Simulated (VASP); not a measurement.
# Si7O16 (a cell with a defect) in VASP: further runs, part 2 of 2

VASP 6.6.1. Earlier steps stand in the parts before.

## 4. Single point, PBEsol

File INCAR:

```
SYSTEM = Si7O16
  PREC = Accurate
  ENCUT = 520
  EDIFF = 1E-7
  ISMEAR = 0
  SIGMA = 0.05
  LREAL = Auto
  LASPH = .TRUE.
  NELM = 60
  ALGO = Normal
  ISIF = 2
  LWAVE = .FALSE.
  LCHARG = .TRUE.
  GGA = PS
  LELF = .TRUE.
  LVHAR = .TRUE.
  NBANDS = 79
```

File KPOINTS:

```
regular mesh
0
G
  2 2 2
  0 0 0
```

File POSCAR:

```
Si7O16
1.0
   -4.1520000000     -4.1520000000      0.0000000000
    4.1520000000     -4.1520000000      0.0000000000
    0.0000000000      0.0000000000      5.3180000000
Si O
7 16
Direct
    0.4997025530      0.4984855491      0.0103962016
   -0.0003016618      0.5061248796      0.2521453554
    0.4997007466      0.4645584056      0.5001679203
   -0.0002955202      0.5055024085      0.7540601730
   -0.0003132225      0.0067932322      0.0027092892
    0.4997044798     -0.0794031792      0.5980968409
   -0.0002952794      0.0114356936      0.4970584806
    0.1952420520      0.5128945087      0.0028713802
   -0.0003011802      0.2071684730      0.2435447537
    0.8041604046      0.5128853565      0.0028651749
   -0.0003169557      0.8091028420      0.2522378714
    0.1933577794      0.4984326830      0.5042354269
   -0.0002858863      0.2062863680      0.7569138774
    0.8060433526      0.4984243738      0.5042427604
   -0.0003029865      0.8077177264      0.7465895073
    0.7084526734      0.0008358622     -0.0221318165
    0.4997097784      0.6899063102      0.2775424972
    0.2909228083      0.0008279143     -0.0221382099
    0.4996993015      0.3021121146      0.2401218503
    0.7205296243      0.0267319364      0.4910947725
    0.4996960501      0.6840356455      0.7472450169
    0.2788787331      0.0266983382      0.4910564122
    0.4996926782      0.3034971098      0.7631756299
```

Potentials or basis: VASP PAW PBE potentials, release 64 (Si, O).

Run with:

```console
cat potpaw_PBE.64/Si/POTCAR potpaw_PBE.64/O/POTCAR > POTCAR
mpirun -np 1 vasp_std > vasp.out
```

OUTCAR:

```text
SYSTEM = Si7O16
   PREC = Accurate
   ENCUT = 520
   EDIFF = 1E-7
   ISMEAR = 0
   LREAL = Auto
   LASPH = .TRUE.
   NELM = 60
   ISIF = 2
   GGA = PS

 ion  position               nearest neighbor table
   1  0.500  0.498  0.010-  19 1.68  23 1.74  21 1.77  10 1.79   8 1.79  17 1.81   3 2.61   3 2.72

   2  1.000  0.506  0.252-   8 1.75  10 1.75   9 1.76  12 1.76  14 1.76  11 1.78   4 2.65   4 2.67

   3  0.500  0.465  0.500-  19 1.68  23 1.69  17 1.78  14 1.81  12 1.81  21 1.84   1 2.61   1 2.72
                             6 2.73
   4  1.000  0.506  0.754-  12 1.75  14 1.75  10 1.75   8 1.75  13 1.76  15 1.77   2 2.65   2 2.67
[... 9 lines left out ...]
  10  0.804  0.513  0.003-   4 1.75   2 1.75   1 1.79
  11  1.000  0.809  0.252-   7 1.76   5 1.76   2 1.78
  12  0.193  0.498  0.504-   4 1.75   2 1.76   3 1.81
  13  1.000  0.206  0.757-   5 1.76   4 1.76   7 1.79
  14  0.806  0.498  0.504-   4 1.75   2 1.76   3 1.81
  15  1.000  0.808  0.747-   4 1.77   7 1.79   5 1.79
  16  0.708  0.001  0.978-   5 1.72   6 2.41
  17  0.500  0.690  0.278-   3 1.78   1 1.81   6 2.18
  18  0.291  0.001  0.978-   5 1.72   6 2.41
  19  0.500  0.302  0.240-   1 1.68   3 1.68
  20  0.721  0.027  0.491-   6 1.55   7 1.64
  21  0.500  0.684  0.747-   6 1.60   1 1.77   3 1.84
  22  0.279  0.027  0.491-   6 1.55   7 1.64
  23  0.500  0.303  0.763-   3 1.69   1 1.74   6 2.41

  LATTYP: Found a simple tetragonal cell.
 ALAT       =     5.8718147110
 C/A-ratio  =     0.9056825295

  Lattice vectors:

 A1 = (  -4.1520000000,  -4.1520000000,   0.0000000000)
 A2 = (   4.1520000000,  -4.1520000000,   0.0000000000)
 A3 = (   0.0000000000,   0.0000000000,   5.3180000000)

Analysis of symmetry for initial positions (statically):
=====================================================================
 Subroutine PRICEL returns:
 Original cell was already a primitive cell.

 Routine SETGRP: Setting up the symmetry group for a
 simple tetragonal supercell.

 Subroutine GETGRP returns: Found  1 space group operations
[... 167 lines left out ...]
   GGA     = PS    functional components
   LHFCALC =     F    Hartree Fock is set to
   AEXX    =    0.0000 exact exchange contribution
   IVDW    =     0    specifies the selected vdW correction
   LEPSILON=     F    determine dielectric tensor
   LRPA    =     F    only Hartree local field effects (RPA)
 non-spin polarized calculation
 Gauss-broadening in eV      SIGMA  =   0.05
  energy-cutoff  :      520.00
  volume of cell :      183.36
 maximum number of plane-waves:      4960
 NGX is ok and might be reduce to    48
   NGX = 21   NGY = 21   NGZ = 19

 number of electron     123.9999977 magnetization

 Free energy of the ion-electron system (eV)
  ---------------------------------------------------
  ext. energy  EPLUGINS =         0.00000000
  ---------------------------------------------------
  free energy    TOTEN  =      -171.41078264 eV

  energy without entropy =     -171.38625661  energy(sigma->0) =     -171.39851962

 E-fermi :   6.5817     XC(G=0): -12.3170

 val. band max:        6.5746925036   @ k =   0.5000   0.5000   0.5000
 cond. band min:       6.5906017934   @ k =   0.0000   0.0000   0.5000
 fundamental gap:      0.0159092897
 Fermi energy:         6.5817022583

 k-point     1 :       0.0000    0.0000    0.0000
  band No.  band energies     occupation
      1     -15.5978      2.00000
      2     -14.0154      2.00000
      3     -13.4218      2.00000
      4     -12.9821      2.00000
      5     -12.8379      2.00000
      6     -12.4701      2.00000
[... 605 lines left out ...]
     73      17.0841      0.00000
     74      17.7204      0.00000
 [bands above 74 left out]

------------------------ aborting loop because EDIFF is reached ----------------------------------------

  FORCE on cell =-STRESS in cart. coord.  units (eV):
  Direction    XX          YY          ZZ          XY          YZ          ZX
  --------------------------------------------------------------------------------------
  -------------------------------------------------------------------------------------
  Total       22.4287261     22.4263682     12.4430974      2.5221048      3.3378908     -3.3358942
  in kB      195.9847015    195.9640977    108.7291678     22.0384323     29.1668610    -29.1494146
  external PRESSURE =     166.8926557 kB  Pullay stress =       0.0000000 kB

 VOLUME and BASIS-vectors are now :
 -----------------------------------------------------------------------------
  energy-cutoff  :      520.00
  volume of cell :      183.36
      direct lattice vectors                 reciprocal lattice vectors
    -4.152000000 -4.152000000  0.000000000    -0.120423892 -0.120423892  0.000000000
     4.152000000 -4.152000000  0.000000000     0.120423892 -0.120423892  0.000000000
     0.000000000  0.000000000  5.318000000     0.000000000  0.000000000  0.188040617

 POSITION                                       TOTAL-FORCE (eV/Angst)
 -----------------------------------------------------------------------------------
     -0.00505     -4.14448      0.05529         0.043963     -0.044202     -0.036849
     -2.04932     -6.25218      1.34091         0.003735     -0.003891     -0.019237
     -0.14591     -4.00360      2.65989         0.161321     -0.162086      0.004338
     -2.05193     -6.24962      4.01009        -0.000310      0.000097     -0.003455
     -4.12249     -4.17891      0.01441        -0.017619      0.018490      0.038212
      1.74754     -5.89709      3.18068         0.639206     -0.638939      1.640057
[... 15 lines left out ...]
     -1.04705     -1.26876      2.61144        -0.040979      0.111232     -0.217188
     -0.81460     -3.33484      4.05857        -0.094412      0.094868     -0.088670
 -----------------------------------------------------------------------------------
    total drift:                               -0.005217      0.013860     -0.004319

  FREE ENERGIE OF THE ION-ELECTRON SYSTEM (eV)
  ---------------------------------------------------
  free  energy   TOTEN  =      -171.4107826400 eV

  energy  without entropy=     -171.3862566060  energy(sigma->0) =     -171.39851962
```

stdout:

```text
POSCAR found type information on POSCAR SiO
 POSCAR found :  2 types and      23 ions
 scaLAPACK will be used
 -----------------------------------------------------------------------------
|                                                                             |
|                                                                             |
|     You enforced a specific xc type in the INCAR file but a different       |
|     I HOPE YOU KNOW WHAT YOU ARE DOING!                                     |
|                                                                             |
 -----------------------------------------------------------------------------

 LDA part: xc-table for (Slater+PW92), standard interpolation
 POSCAR, INCAR and KPOINTS ok, starting setup
 FFT: planning ... GRIDC
 FFT: planning ... GRID_SOFT
 FFT: planning ... GRID
 WAVECAR not read
 entering main loop
```

Wall time 3.3 min (1 thread of AMD EPYC 9R45 (Zen 5), shared host); peak memory 0.28 GiB.

What came out:

```
Free energy            : -171.4108 eV
Pressure               : 16.7 GPa
Largest force          : 1.873 eV/Å
Band gap on the k mesh : zero (bands 62 and 63 overlap by 0.18 eV)
```

Forces on the atoms (eV/Å):
```
Si   0.044 -0.044 -0.037
Si   0.004 -0.004 -0.019
Si   0.161 -0.162  0.004
Si   0.000  0.000 -0.003
Si  -0.018  0.018  0.038
Si   0.639 -0.639  1.640
Si   0.005 -0.006 -0.076
O   -0.049  0.016 -0.049
O   -0.008  0.009 -0.028
O   -0.016  0.048 -0.049
O   -0.032  0.032 -0.056
O   -0.023 -0.022 -0.018
O   -0.029  0.030 -0.042
O    0.022  0.022 -0.016
O   -0.021  0.020 -0.021
O    0.079  0.180 -0.243
O   -0.083  0.084 -0.282
O   -0.180 -0.078 -0.243
O   -0.095  0.093  0.023
O   -0.113  0.041 -0.218
O   -0.154  0.154 -0.001
O   -0.041  0.111 -0.217
O   -0.094  0.095 -0.089
```

Stress tensor (GPa, compression positive):
```
19.60  2.20 -2.91
 2.20 19.60  2.92
-2.91  2.92 10.87
```

Levels at points of the mesh, in eV from the Fermi level:
| k point | band 58 | band 59 | band 60 | band 61 | band 62 | band 63 | band 64 | band 65 | band 66 | band 67 |
| --- | --- | --- | --- | --- | --- | --- | --- | --- | --- | --- |
| (0.00, 0.00, 0.00) | -0.71 | -0.65 | -0.16 | -0.05 | 0.08 | 0.15 | 0.64 | 5.98 | 6.74 | 7.38 |
| (0.50, 0.00, 0.00) | -1.07 | -0.73 | -0.44 | -0.32 | -0.20 | 0.17 | 0.24 | 6.72 | 7.18 | 7.33 |
| (0.00, 0.50, 0.00) | -0.59 | -0.52 | -0.41 | -0.27 | -0.03 | -0.01 | 0.05 | 6.64 | 7.15 | 8.03 |
| (0.50, 0.50, 0.00) | -0.62 | -0.31 | -0.28 | -0.11 | 0.05 | 0.08 | 0.18 | 7.17 | 7.34 | 8.28 |
| (0.00, 0.00, 0.50) | -0.66 | -0.48 | -0.24 | -0.23 | -0.08 | 0.01 | 0.01 | 6.87 | 8.17 | 8.39 |
| (0.50, 0.00, 0.50) | -0.67 | -0.47 | -0.29 | -0.26 | -0.26 | 0.04 | 0.10 | 6.87 | 8.53 | 8.59 |
| (0.00, 0.50, 0.50) | -0.56 | -0.40 | -0.28 | -0.06 | 0.06 | 0.14 | 0.25 | 7.41 | 8.32 | 8.69 |
| (0.50, 0.50, 0.50) | -0.63 | -0.62 | -0.49 | -0.32 | -0.27 | -0.10 | -0.01 | 7.52 | 8.72 | 9.65 |

Caveat: the k points lie up to 0.59 Å⁻¹ apart; the PAW data sets were made with another functional, which shifts forces and pressure a little.

## 5. Single point, PBEsol

File INCAR:

```
SYSTEM = Si7O16
ALGO = Normal
EDIFF = 1E-6
ENCUT = 520
GGA = PS
ISIF = 2
ISMEAR = 0
LASPH = .True.
LCHARG = .False.
LREAL = Auto
LWAVE = .False.
NBANDS = 79
NELM = 60
PREC = Accurate
SIGMA = 0.05
```

File KPOINTS:

```
k-points
0
Gamma
  2 2 2
  0 0 0
```

File POSCAR:

```
Si7O16
1.0
   -4.1520000000     -4.1520000000      0.0000000000
    4.1520000000     -4.1520000000      0.0000000000
    0.0000000000      0.0000000000      5.3180000000
Si O
7 16
Direct
    0.4998522399      0.4980458815      0.0097107935
   -0.0001513728      0.5057720376      0.2547589319
    0.4998504335      0.4724217245      0.5034014667
   -0.0001454721      0.5051760597      0.7562705904
   -0.0001642582      0.0054108863      0.0047952238
    0.4998534441     -0.0455817678      0.6625161715
   -0.0001437861      0.0102360308      0.4986504325
    0.1948952312      0.5109930154      0.0044712298
   -0.0001490848      0.2053022640      0.2456489282
    0.8048074422      0.5109835019      0.0044654005
   -0.0001643786      0.8087756503      0.2534029710
    0.1932578276      0.4984025771      0.5065629936
   -0.0001361994      0.2052664981      0.7588281309
    0.8064435212      0.4983943882      0.5065693870
   -0.0001529383      0.8073302023      0.7499810079
    0.7046140414     -0.0020757466     -0.0270242572
    0.4998592245      0.6829194364      0.2685590448
    0.2950618979     -0.0020821291     -0.0270283941
    0.4998503131      0.3036330684      0.2447267770
    0.7159845857      0.0188188825      0.4929262881
    0.4998477842      0.6833600674      0.7462371192
    0.2837274807      0.0187855250      0.4928973298
    0.4998424855      0.3002396435      0.7607228281
```

Run with:

```console
cat potpaw_PBE.64/Si/POTCAR potpaw_PBE.64/O/POTCAR > POTCAR
mpirun -np 1 vasp_std > vasp.out
```

Wall time 3 min (1 thread of AMD EPYC 9R45 (Zen 5), shared host); peak memory 0.28 GiB.

The run converged. Its results:

```
Free energy            : -173.2491 eV
Pressure               : 12.7 GPa
Largest force          : 5.335 eV/Å
Band gap on the k mesh : zero (bands 62 and 63 overlap by 0.31 eV)
```

Forces in eV/Å, atoms in the order of the input:
```
Si  -0.006  0.006 -0.386
Si  -0.011  0.011 -0.049
Si   0.468 -0.468  0.025
Si  -0.013  0.012 -0.075
Si  -0.077  0.078 -0.071
Si   1.950 -1.947  4.568
Si  -0.049  0.048 -0.157
O   -0.103  0.102 -0.131
O   -0.102  0.102 -0.092
O   -0.103  0.103 -0.130
O   -0.036  0.036 -0.164
O   -0.014 -0.010 -0.080
O   -0.057  0.057 -0.124
O    0.010  0.014 -0.080
O   -0.029  0.029 -0.004
O    0.116  0.450 -0.623
O   -0.345  0.345 -0.893
O   -0.450 -0.116 -0.622
O    0.024 -0.023  0.090
O   -0.210  0.670 -0.148
O   -0.064  0.063 -0.301
O   -0.671  0.210 -0.146
O   -0.226  0.227 -0.407
```

Stress tensor (GPa, compression positive):
```
13.62  0.69 -1.58
 0.69 13.62  1.59
-1.58  1.59 10.89
```

Levels at points of the mesh, in eV from the Fermi level:
| k point | band 59 | band 60 | band 61 | band 62 | band 63 | band 64 | band 65 | band 66 |
| --- | --- | --- | --- | --- | --- | --- | --- | --- |
| (0.00, 0.00, 0.00) | -0.57 | -0.25 | -0.15 | 0.05 | 0.16 | 0.66 | 6.35 | 7.26 |
| (0.50, 0.00, 0.00) | -0.61 | -0.51 | -0.46 | -0.19 | 0.18 | 0.26 | 7.36 | 7.38 |
| (0.00, 0.50, 0.00) | -0.49 | -0.30 | -0.29 | -0.15 | 0.03 | 0.05 | 7.30 | 7.54 |
| (0.50, 0.50, 0.00) | -0.50 | -0.27 | -0.17 | 0.01 | 0.08 | 0.18 | 8.05 | 8.14 |
| (0.00, 0.00, 0.50) | -0.43 | -0.33 | -0.17 | -0.12 | 0.00 | 0.03 | 7.40 | 8.41 |
| (0.50, 0.00, 0.50) | -0.50 | -0.28 | -0.27 | -0.20 | 0.00 | 0.07 | 7.53 | 8.51 |
| (0.00, 0.50, 0.50) | -0.51 | -0.36 | -0.02 | 0.09 | 0.16 | 0.18 | 7.99 | 8.59 |
| (0.50, 0.50, 0.50) | -0.62 | -0.50 | -0.35 | -0.28 | -0.23 | 0.02 | 8.35 | 9.44 |

Caveat: the k points lie up to 0.59 Å⁻¹ apart; the PAW data sets were made with another functional, which shifts forces and pressure a little.

## 6. Overview

| cell | gap on the mesh (eV) | pressure (GPa) | largest force (eV/Å) |
| --- | --- | --- | --- |
| as given, atomic positions A | none | 17.1 | 0.11 |
| as given, atomic positions B | none | 17.8 | 1.28 |
| as given, atomic positions C | none | 16.7 | 1.87 |
| as given, atomic positions D | none | 12.7 | 5.34 |

Alike in all rows: task single point; level PBEsol; potentials or basis VASP PAW PBE potentials, release 64 (Si, O); no spin polarisation; k mesh 2 × 2 × 2; cutoff (eV) 520; smearing gaussian 0.05 eV.

Caveats: all runs use coarse meshes; the PAW data sets were made with another functional, which shifts forces and pressure a little.

Total energies depend on the potentials used, so only differences within one code and one set of settings carry meaning.

The gap in the log of VASP goes by the Fermi energy; the results here count the filled bands.